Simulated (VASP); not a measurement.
A run of VASP 6.6.1:

File INCAR:

```
ALGO = Normal ; EDIFF = 1E-6
ENCUT = 520 ; GGA = PE
ISIF = 2 ; ISMEAR = 0
LASPH = True ; LCHARG = True
LELF = True ; LREAL = False
LVHAR = True ; LWAVE = False
NBANDS = 28 ; NELM = 60
PREC = Accurate ; SIGMA = 0.02
```

Contents of KPOINTS:

```
k-points
0
Gamma
  8 8 8
```

Contents of POSCAR:

```
BaTiO3
1.0
    3.9692695410      0.0000000000      0.0000000000
    0.0000000000      2.9289594350      2.9663295012
    0.0000000000     -2.9289594350      2.9663295012
Ba Ti O
1 1 3
Direct
    0.0000000000      0.0153930764      0.0153930764
    0.5000000000      0.5322069317      0.5322069317
    0.0000000000      0.4842630302      0.4842630302
    0.5000000000      0.4934555034      0.9709014583
    0.5000000000      0.9709014583      0.4934555034
```

Potentials or basis: VASP PAW PBE potentials, release 64 (Ba_sv, Ti_sv, O).

Command:

```sh
$ cat potpaw_PBE.64/Ba_sv/POTCAR potpaw_PBE.64/Ti_sv/POTCAR potpaw_PBE.64/O/POTCAR > POTCAR
$ mpirun -np 1 vasp_std > vasp.out
```

Hardware: 1 thread of Intel(R) Xeon(R) 6975P-C (Granite Rapids), with other jobs on the host.

Task: Estimate the wall time of this run.

Result: Wall time 86 s on 1 thread of Intel(R) Xeon(R) 6975P-C (Granite Rapids), with other jobs on the host, peak memory 0.32 GiB. Counts: scf iterations 16, k points 105.
